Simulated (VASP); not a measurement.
# Co (Pm-3m) in VASP: notebook

The runs below take Co through single point, with RPBE.

Program: VASP 6.6.1. These are calculated values, not measurements. Logs are shortened: lines on timing, memory, paths and dates and some standing lists are left out, and cuts for length are marked.

## (1) The cell of the first run

The structure is cubic, space group Pm-3m (No. 221). The conventional cell has a = 2.210 Å, b = 2.210 Å, c = 2.210 Å, α = 90.00°, β = 90.00°, γ = 90.00°. Within 2.9 Å of Co (site symmetry m-3m) lie 6 Co at 2.21 Å.

## (2) Single point, RPBE (volume scaled by 0.88)

INCAR

```
SYSTEM = Co
PREC = Accurate
ENCUT = 600
EDIFF = 1E-6
ISMEAR = -1
SIGMA = 0.1
LREAL = .False.
LASPH = .True.
NELM = 120
ALGO = Normal
ISIF = 2
LWAVE = .False.
LCHARG = .False.
GGA = RP
NBANDS = 10
GGA_COMPAT = .False.
```

KPOINTS

```
Automatic mesh
0
Gamma
  15 15 15
  0 0 0
```

POSCAR

```
Co
1.0
    2.2095847649      0.0000000000      0.0000000000
    0.0000000000      2.2095847649      0.0000000000
    0.0000000000      0.0000000000      2.2095847649
Co
1
Direct
    0.0000000000      0.0000000000      0.0000000000
```

Potentials or basis: VASP PAW PBE potentials, release 64 (Co).

Command:

```
cat potpaw_PBE.64/Co/POTCAR > POTCAR
mpirun -np 1 vasp_std > vasp.out
```

OUTCAR:

```text
SYSTEM = Co
   PREC = Accurate
   ENCUT = 600
   EDIFF = 1E-6
   ISMEAR = -1
   LREAL = .False.
   LASPH = .True.
   NELM = 120
   ISIF = 2
   GGA = RP

 ion  position               nearest neighbor table
   1  0.000  0.000  0.000-

  LATTYP: Found a simple cubic cell.
 ALAT       =     2.2095847649

  Lattice vectors:

 A1 = (   2.2095847649,   0.0000000000,   0.0000000000)
 A2 = (   0.0000000000,   2.2095847649,   0.0000000000)
 A3 = (   0.0000000000,   0.0000000000,   2.2095847649)

Analysis of symmetry for initial positions (statically):
=====================================================================
 Subroutine PRICEL returns:
 Original cell was already a primitive cell.

 Routine SETGRP: Setting up the symmetry group for a
 simple cubic supercell.

 Subroutine GETGRP returns: Found 48 space group operations
 (whereof 48 operations were pure point group operations)
 out of a pool of 48 trial point group operations.

The static configuration has the point symmetry O_h .

Analysis of symmetry for dynamics (positions and initial velocities):
=====================================================================
 Subroutine PRICEL returns:
 Original cell was already a primitive cell.

 Routine SETGRP: Setting up the symmetry group for a
 simple cubic supercell.

 Subroutine GETGRP returns: Found 48 space group operations
 (whereof 48 operations were pure point group operations)
 out of a pool of 48 trial point group operations.

The dynamic configuration has the point symmetry O_h .

 Subroutine INISYM returns: Found 48 space group operations
 (whereof 48 operations are pure point group operations),
 and found     1 'primitive' translations

----------------------------------------------------------------------------------------

                                     Primitive cell

  volume of cell :      10.7878

  direct lattice vectors                    reciprocal lattice vectors
     2.209584765  0.000000000  0.000000000     0.452573721  0.000000000  0.000000000
     0.000000000  2.209584765  0.000000000     0.000000000  0.452573721  0.000000000
     0.000000000  0.000000000  2.209584765     0.000000000  0.000000000  0.452573721

  length of vectors
     2.209584765  2.209584765  2.209584765     0.452573721  0.452573721  0.452573721

  position of ions in fractional coordinates (direct lattice)
     0.000000000  0.000000000  0.000000000

  ion indices of the primitive-cell ions
   primitive index   ion index
                 1           1

----------------------------------------------------------------------------------------

 KPOINTS: Automatic mesh

Automatic generation of k-mesh.
 Grid dimensions read from file:
 generate k-points for:   15   15   15

 Generating k-lattice:

  Cartesian coordinates                     Fractional coordinates (reciprocal lattice)
     0.030171581  0.000000000  0.000000000     0.066666667  0.000000000  0.000000000
     0.000000000  0.030171581  0.000000000     0.000000000  0.066666667  0.000000000
     0.000000000  0.000000000  0.030171581     0.000000000  0.000000000  0.066666667

  Length of vectors
     0.030171581  0.030171581  0.030171581

  Shift w.r.t. Gamma in fractional coordinates (k-lattice)
     0.000000000  0.000000000  0.000000000

 Subroutine IBZKPT returns following result:
 ===========================================

 Found    120 irreducible k-points:

 Following reciprocal coordinates:
            Coordinates               Weight
  0.000000  0.000000  0.000000      1.000000
  0.066667  0.000000  0.000000      6.000000
  0.133333  0.000000  0.000000      6.000000
  0.200000  0.000000  0.000000      6.000000
  0.266667  0.000000  0.000000      6.000000
  0.333333  0.000000  0.000000      6.000000
[... 16 lines left out ...]
  0.266667  0.200000  0.000000     24.000000
  0.333333  0.200000  0.000000     24.000000
 [... further k-points ...]
   k-points           NKPTS =    120   k-points in BZ     NKDIM =    120   number of bands    NBANDS=     10
   number of dos      NEDOS =    301   number of ions     NIONS =      1
   total plane-waves  NPLWV =   5832
   dimension x,y,z NGX =    18 NGY =   18 NGZ =   18
   dimension x,y,z NGXF=    36 NGYF=   36 NGZF=   36
   ions per type =               1
   NGX,Y,Z   is equivalent  to a cutoff of  13.54, 13.54, 13.54 a.u.
   NGXF,Y,Z  is equivalent  to a cutoff of  27.09, 27.09, 27.09 a.u.
 SYSTEM =  Co
   PREC   = accura    normal or accurate (medium, high low for compatibility)
   ISTART =      0    job   : 0-new  1-cont  2-samecut
   ICHARG =      2    charge: 1-file 2-atom 10-const
   ISPIN  =      1    spin polarized calculation?
   LNONCOLLINEAR =      F non collinear calculations
   LSORBIT =      F    spin-orbit coupling
   LASPH  =      T    aspherical Exc in radial PAW
   ENCUT  =  600.0 eV  44.10 Ry    6.64 a.u.   4.41  4.41  4.41*2*pi/ulx,y,z
   NELM   =    120;   NELMIN=  2; NELMDL= -5     # of ELM steps
   EDIFF  = 0.1E-05   stopping-criterion for ELM
   LREAL  =      F    real-space projection
   EDIFFG = 0.1E-04   stopping-criterion for IOM
   NSW    =      0    number of steps for IOM
   IBRION =     -1    ionic relax: 0-MD 1-quasi-New 2-CG
   NFREE  =      0    steps in history (QN), initial steepest desc. (CG)
   ISIF   =      2    stress and relaxation
   ISYM   =      2    0-nonsym 1-usesym 2-fastsym
   POTIM  = 0.5000    time-step for ionic-motion
   TEBEG  =    0.0;   TEEND  =   0.0 temperature during run
   PSTRESS=    0.0 pullay stress
   NELECT =       9.0000    total number of electrons
   NUPDOWN=      -1.0000    fix difference up-down
   EMIN   =  10.00;   EMAX   =-10.00  energy-range for DOS
   EFERMI =   0.00;   METHOD = LEGACY
   ISMEAR =    -1;   SIGMA  =   0.10  broadening in eV -4-tet -1-fermi 0-gaus
   EFERMI_NEDOS =   21; number of points for ismear=-14 and -15
   IALGO  =     38    algorithm
   IMIX   =      4    mixing-type and parameters
     AMIX     =   0.40;   BMIX     =  1.00
     AMIX_MAG =   1.60;   BMIX_MAG =  1.00
  volume/ion in A,a.u.               =      10.79        72.80
  Fermi-wavevector in a.u.,A,eV,Ry     =   1.541150  2.912352 32.315800  2.375144
  Thomas-Fermi vector in A             =   2.647137
   LORBIT       =      0    0 simple, 1 ext, 2 COOP (PROOUT), +10 PAW based schemes
   GGA     = RP    functional components
[... 43 lines left out ...]
  band No.  band energies     occupation
      1       1.8437      2.00000
      2       6.4607      2.00000
      3       6.5189      2.00000
      4      11.0200      0.01605
      5      11.0200      0.01605
      6      11.0994      0.00728
      7      30.3224      0.00000
      8      32.3167      0.00000
      9      32.3167      0.00000
     10      36.3741      0.00000

 k-point     3 :       0.1333    0.0000    0.0000
  band No.  band energies     occupation
      1       2.2822      2.00000
      2       6.5342      2.00000
      3       6.7629      2.00000
      4      10.8161      0.11698
      5      10.8161      0.11698
      6      11.1159      0.00618
      7      27.3777      0.00000
      8      32.9365      0.00000
      9      32.9365      0.00000
     10      36.3170      0.00000

 k-point     4 :       0.2000    0.0000    0.0000
  band No.  band energies     occupation
      1       2.9749      2.00000
      2       6.6440      2.00000
      3       7.1426      2.00000
      4      10.5265      1.05885
      5      10.5265      1.05885
      6      11.1402      0.00485
      7      24.4314      0.00000
      8      33.9226      0.00000
      9      33.9226      0.00000
     10      36.2232      0.00000

 k-point     5 :       0.2667    0.0000    0.0000
  band No.  band energies     occupation
      1       3.8592      2.00000
      2       6.7725      2.00000
      3       7.6197      2.00000
      4      10.2081      1.92899
      5      10.2081      1.92899
      6      11.1683      0.00367
      7      21.6967      0.00000
      8      35.2210      0.00000
      9      35.2210      0.00000
     10      36.0992      0.00000

 k-point     6 :       0.3333    0.0000    0.0000
  band No.  band energies     occupation
      1       4.8285      2.00000
      2       6.8980      2.00000
      3       8.1465      2.00000
      4       9.9162      1.99603
      5       9.9162      1.99603
      6      11.1952      0.00280
      7      19.2855      0.00000
      8      35.9614      0.00000
      9      36.7770      0.00000
     10      36.7770      0.00000

 k-point     7 :       0.4000    0.0000    0.0000
  band No.  band energies     occupation
      1       5.7041      2.00000
      2       6.9978      2.00000
      3       8.6655      2.00000
      4       9.6960      1.99956
      5       9.6960      1.99956
      6      11.2163      0.00227
      7      17.3518      0.00000
      8      35.8388      0.00000
      9      38.5329      0.00000
     10      38.5329      0.00000

 k-point     8 :       0.4667    0.0000    0.0000
  band No.  band energies     occupation
      1       6.2379      2.00000
      2       7.0531      2.00000
      3       9.0472      2.00000
      4       9.5781      1.99986
      5       9.5781      1.99986
      6      11.2278      0.00202
      7      16.1918      0.00000
      8      35.7655      0.00000
      9      39.4059      0.00000
     10      40.3426      0.00000

 k-point     9 :       0.0667    0.0667    0.0000
  band No.  band energies     occupation
      1       1.9926      2.00000
      2       6.5153      2.00000
      3       6.5748      2.00000
      4      10.9452      0.03359
      5      11.0130      0.01720
      6      11.0395      0.01322
      7      30.2856      0.00000
      8      30.7233      0.00000
      9      32.5274      0.00000
     10      36.9620      0.00000
[... 118 lines left out ...]
 k-point    19 :       0.3333    0.1333    0.0000
  band No.  band energies     occupation
      1       5.2548      2.00000
      2       7.1514      2.00000
      3       8.0742      2.00000
      4       9.9605      1.99382
      5      10.0745      1.98082
      6      10.9491      0.03234
      7      19.7001      0.00000
      8      30.8196      0.00000
      9      37.5191      0.00000
     10      37.6233      0.00000

 k-point    20 :       0.4000    0.1333    0.0000
  band No.  band energies     occupation
      1       6.0872      2.00000
      2       7.2736      2.00000
      3       8.0326      2.00000
      4       9.7452      1.99928
      5      10.5587      0.89800
      6      10.9747      0.02511
      7      17.6281      0.00000
      8      31.9587      0.00000
      9      37.3565      0.00000
     10      38.7901      0.00000

 k-point    21 :       0.4667    0.1333    0.0000
  band No.  band energies     occupation
      1       6.6544      2.00000
      2       7.4096      2.00000
      3       7.7680      2.00000
      4       9.6298      1.99977
      5      10.9889      0.02184
      6      11.1548      0.00419
      7      16.2772      0.00000
      8      32.9027      0.00000
      9      36.6081      0.00000
     10      38.2823      0.00000

 k-point    22 :       0.2000    0.2000    0.0000
  band No.  band energies     occupation
      1       4.1310      2.00000
      2       7.0528      2.00000
      3       7.6729      2.00000
      4      10.0219      1.98862
      5      10.5335      1.02380
      6      10.6661      0.43571
      7      24.7902      0.00000
      8      26.6920      0.00000
      9      35.6557      0.00000
     10      37.7872      0.00000

 k-point    23 :       0.2667    0.2000    0.0000
  band No.  band energies     occupation
      1       4.8739      2.00000
      2       7.1852      2.00000
      3       8.0899      2.00000
      4       9.9222      1.99579
      5      10.2818      1.85708
      6      10.6562      0.47021
      7      22.5885      0.00000
      8      27.0259      0.00000
      9      36.8956      0.00000
     10      37.9151      0.00000

 k-point    24 :       0.3333    0.2000    0.0000
  band No.  band energies     occupation
      1       5.6341      2.00000
      2       7.2686      2.00000
      3       8.3132      2.00000
      4      10.0085      1.99004
      5      10.2841      1.85397
      6      10.6905      0.35819
      7      20.1285      0.00000
      8      28.0521      0.00000
      9      37.1738      0.00000
     10      38.3872      0.00000

 [... further k-points ...]
[... 5 lines left out ...]
  --------------------------------------------------------------------------------------
  -------------------------------------------------------------------------------------
  Total        1.8291691      1.8291691      1.8291691     -0.0000000      0.0000000      0.0000000
  in kB      271.6642232    271.6642232    271.6642232     -0.0000000      0.0000000      0.0000000
  external PRESSURE =     271.6642232 kB  Pullay stress =       0.0000000 kB

 VOLUME and BASIS-vectors are now :
 -----------------------------------------------------------------------------
  energy-cutoff  :      600.00
  volume of cell :       10.79
      direct lattice vectors                 reciprocal lattice vectors
     2.209584765  0.000000000  0.000000000     0.452573721  0.000000000  0.000000000
     0.000000000  2.209584765  0.000000000     0.000000000  0.452573721  0.000000000
     0.000000000  0.000000000  2.209584765     0.000000000  0.000000000  0.452573721

 POSITION                                       TOTAL-FORCE (eV/Angst)
 -----------------------------------------------------------------------------------
      0.00000      0.00000      0.00000         0.000000      0.000000      0.000000
 -----------------------------------------------------------------------------------
    total drift:                                0.000000      0.000000      0.000000

  FREE ENERGIE OF THE ION-ELECTRON SYSTEM (eV)
  ---------------------------------------------------
  free  energy   TOTEN  =        -5.4097277720 eV

  energy  without entropy=       -5.3263395709  energy(sigma->0) =       -5.36803367
```

Run time: 10 s. Hardware: 1 thread of Intel Xeon 6975P-C, shared host; peak memory 0.13 GiB.

What came out:

| Property | Result |
| --- | --- |
| Free energy | -5.4097 eV |
| Pressure | 27.2 GPa |

Caveat: the cell differs from its parent crystal (volume scaled by 0.88); the PAW data sets were made with another functional, which shifts forces and pressure a little; the run has no spin polarisation, though such a crystal can be magnetic.

## (3) Single point, RPBE (volume scaled by 0.92)

INCAR

```
SYSTEM = Co
ALGO = Normal
EDIFF = 1E-6
ENCUT = 600
GGA = RP
GGA_COMPAT = .FALSE.
ISIF = 2
ISMEAR = -1
LASPH = .TRUE.
LCHARG = .FALSE.
LREAL = .FALSE.
LWAVE = .FALSE.
NBANDS = 10
NELM = 120
PREC = Accurate
SIGMA = 0.1
```

KPOINTS

```
k-points
0
G
  15 15 15
  0 0 0
```

POSCAR

```
Co
1.0
    2.2425685048      0.0000000000      0.0000000000
    0.0000000000      2.2425685048      0.0000000000
    0.0000000000      0.0000000000      2.2425685048
Co
1
Direct
    0.0000000000      0.0000000000      0.0000000000
```

Potentials or basis: VASP PAW PBE potentials, release 64 (Co).

Command:

```
cat potpaw_PBE.64/Co/POTCAR > POTCAR
mpirun -np 1 vasp_std > vasp.out
```

It took 8.9 s on 1 thread of Intel Xeon 6975P-C, shared host; peak memory 0.13 GiB.

It converged, with:

| Property | Result |
| --- | --- |
| Free energy | -5.4748 eV |
| Pressure | 15.7 GPa |

Levels at points of the mesh, in eV from the Fermi level:
```csv
k point,band 1,band 2,band 3,band 4,band 5,band 6,band 7,band 8,band 9,band 10
"(0.00, 0.00, 0.00)",-8.55,-3.86,-3.86,0.52,0.52,0.52,21.00,21.00,21.00,25.14
```

Caveat: the cell differs from its parent crystal (volume scaled by 0.92); the PAW data sets were made with another functional, which shifts forces and pressure a little; the run has no spin polarisation, though such a crystal can be magnetic. Spin polarisation is off, so any magnetic state and its effect on volume and gap are missing.

## (4) Single point, RPBE (volume scaled by 0.96)

INCAR

```
PREC = Accurate
ENCUT = 600
EDIFF = 1E-6
ISMEAR = -1
SIGMA = 0.1
LREAL = F
LASPH = T
NELM = 120
ALGO = Normal
ISIF = 2
LWAVE = F
LCHARG = F
GGA = RP
NBANDS = 10
GGA_COMPAT = F
```

KPOINTS

```
Automatic mesh
0
Gamma
  15 15 15
```

POSCAR

```
Co
1.0
    2.2746095266      0.0000000000      0.0000000000
    0.0000000000      2.2746095266      0.0000000000
    0.0000000000      0.0000000000      2.2746095266
Co
1
Direct
    0.0000000000      0.0000000000      0.0000000000
```

Command:

```
cat potpaw_PBE.64/Co/POTCAR > POTCAR
mpirun -np 1 vasp_std > vasp.out
```

Run time: 8.4 s. Hardware: 1 thread of Intel Xeon 6975P-C, shared host; peak memory 0.13 GiB.

It converged, with:

- Free energy: -5.5087 eV
- Pressure: 6.6 GPa

Levels at points of the mesh, in eV from the Fermi level:
```tsv
k point	band 1	band 2	band 3	band 4	band 5	band 6	band 7	band 8	band 9	band 10
(0.00, 0.00, 0.00)	-8.27	-3.63	-3.63	0.49	0.49	0.49	20.47	20.47	20.47	24.48
```

Caveat: the cell differs from its parent crystal (volume scaled by 0.96); the PAW data sets were made with another functional, which shifts forces and pressure a little; the run has no spin polarisation, though such a crystal can be magnetic.

## (5) Single point, RPBE

This run uses another cell than the first one, of 12.26 Å³/atom, 1.136 times its volume.

INCAR

```
SYSTEM = Co
PREC = Accurate
ENCUT = 600
EDIFF = 1E-6
ISMEAR = -1
SIGMA = 0.1
LREAL = .FALSE.
LASPH = .TRUE.
NELM = 120
ALGO = Normal
ISIF = 2
LWAVE = .FALSE.
LCHARG = .TRUE.
GGA = RP
LELF = .TRUE.
LVHAR = .TRUE.
NBANDS = 10
GGA_COMPAT = .FALSE.
```

KPOINTS

```
Automatic mesh
0
G
  14 14 14
  0 0 0
```

POSCAR

```
Co
1.0
    2.3057724336      0.0000000000      0.0000000000
    0.0000000000      2.3057724336      0.0000000000
    0.0000000000      0.0000000000      2.3057724336
Co
1
Direct
    0.0000000000      0.0000000000      0.0000000000
```

Command:

```
cat potpaw_PBE.64/Co/POTCAR > POTCAR
mpirun -np 1 vasp_std > vasp.out
```

It took 8.5 s on 1 thread of Intel Xeon 6975P-C, shared host; peak memory 0.13 GiB.

It converged, with:

- Free energy: -5.5198 eV
- Pressure: -0.7 GPa

Levels at points of the mesh, in eV from the Fermi level:
| k point | band 2 | band 3 | band 4 | band 5 | band 6 | band 7 |
| --- | --- | --- | --- | --- | --- | --- |
| (0.00, 0.00, 0.00) | -3.43 | -3.43 | 0.45 | 0.45 | 0.45 | 19.96 |
| (0.50, 0.00, 0.00) | -2.91 | -1.09 | -0.80 | -0.80 | 0.56 | 4.68 |
| (0.50, 0.50, 0.00) | -2.48 | -0.54 | -0.54 | 1.31 | 5.49 | 5.49 |
| (0.50, 0.50, 0.50) | -3.09 | -3.09 | 1.38 | 1.38 | 12.58 | 12.58 |

Caveat: the PAW data sets were made with another functional, which shifts forces and pressure a little; the run has no spin polarisation, though such a crystal can be magnetic.

## (6) Single point, RPBE

This run uses another cell than the first one, of 12.26 Å³/atom, 1.136 times its volume.

INCAR

```
SYSTEM = Co
PREC = Accurate ; ENCUT = 600
EDIFF = 1E-6 ; ISMEAR = -1
SIGMA = 0.1 ; LREAL = .FALSE.
LASPH = .TRUE. ; NELM = 120
ALGO = Normal ; ISIF = 2
LWAVE = .FALSE. ; LCHARG = .FALSE.
GGA = RP ; NBANDS = 10
GGA_COMPAT = .FALSE.
```

KPOINTS

```
regular mesh
0
G
  15 15 15
  0 0 0
```

POSCAR is that of step 5.

Potentials or basis: VASP PAW PBE potentials, release 64 (Co).

Command:

```
cat potpaw_PBE.64/Co/POTCAR > POTCAR
mpirun -np 1 vasp_std > vasp.out
```

It took 9.3 s on 1 thread of Intel Xeon 6975P-C, shared host; peak memory 0.13 GiB.

It converged, with:

| Item | Value |
| --- | --- |
| Free energy | -5.5177 eV |
| Pressure | -0.6 GPa |

Levels at points of the mesh, in eV from the Fermi level:
```csv
k point,band 3,band 4,band 5,band 6,band 7,band 8
"(0.00, 0.00, 0.00)",-3.43,0.46,0.46,0.46,19.97,19.97
```

Caveat: the PAW data sets were made with another functional, which shifts forces and pressure a little; the run has no spin polarisation, though such a crystal can be magnetic. Spin polarisation is off, so any magnetic state and its effect on volume and gap are missing.

## (7) Summary

| cell | k mesh | gap on the mesh (eV) | pressure (GPa) |
| --- | --- | --- | --- |
| a = 2.210 Å, 1 atom | 15 × 15 × 15 | none | 27.2 |
| a = 2.243 Å, 1 atom | 15 × 15 × 15 | none | 15.7 |
| a = 2.275 Å, 1 atom | 15 × 15 × 15 | none | 6.6 |
| a = 2.306 Å, 1 atom | 14 × 14 × 14 | none | -0.7 |
| a = 2.306 Å, 1 atom | 15 × 15 × 15 | none | -0.6 |

Alike in all rows: task single point; level RPBE; potentials or basis VASP PAW PBE potentials, release 64 (Co); no spin polarisation; cutoff (eV) 600; smearing fermi-dirac 0.1 eV.

Caveats: the PAW data sets were made with another functional, which shifts forces and pressure a little; the run has no spin polarisation, though such a crystal can be magnetic.

Total energies depend on the potentials used, so only differences within one code and one set of settings carry meaning.
